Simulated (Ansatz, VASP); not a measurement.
**Rh: VASP beside Ansatz**

```
Rh
1.0
     0.00000    1.90299    1.90299
     1.90299    0.00000    1.90299
     1.90299    1.90299    0.00000
Rh
1
Direct
  0.00000 0.00000 0.00000
```

Alike in both runs: task relaxation of cell and atoms; functional r2SCAN; k mesh 18 × 18 × 18; occupations gaussian, width 0.1 eV; no spin polarisation.

|  | VASP | Ansatz |
| --- | --- | --- |
| version | VASP 6.6.1 | Ansatz 0.2.0 |
| potentials or method | VASP PAW PBE potentials, release 64 (Rh_pv), cutoff 600 eV | scalar-relativistic, plane waves, PAW |
| valence electrons in the cell | 15 | 17 |

VASP gave:

| Item | Value |
| --- | --- |
| gap on the k mesh at the Fermi level, each at its own relaxed structure (eV) | none |
| relaxed volume (Å³/atom) | 13.77 |
| relaxed length of the cell vector where the two differ most in proportion (Å) | 2.690 |

Problem. What did Ansatz give for the same quantities?

Solution. gap on the k mesh at the Fermi level, each at its own relaxed structure (eV): none; relaxed volume (Å³/atom): 13.72; relaxed length of the cell vector where the two differ most in proportion (Å): 2.687.

VASP's potentials were made for PBE, not for r2SCAN. A gap of «none» marks a metal or a gap that the smearing closes. VASP's potentials hold 15 valence electrons a cell and Ansatz's 17, so a difference there can come from the potentials and not from the codes.
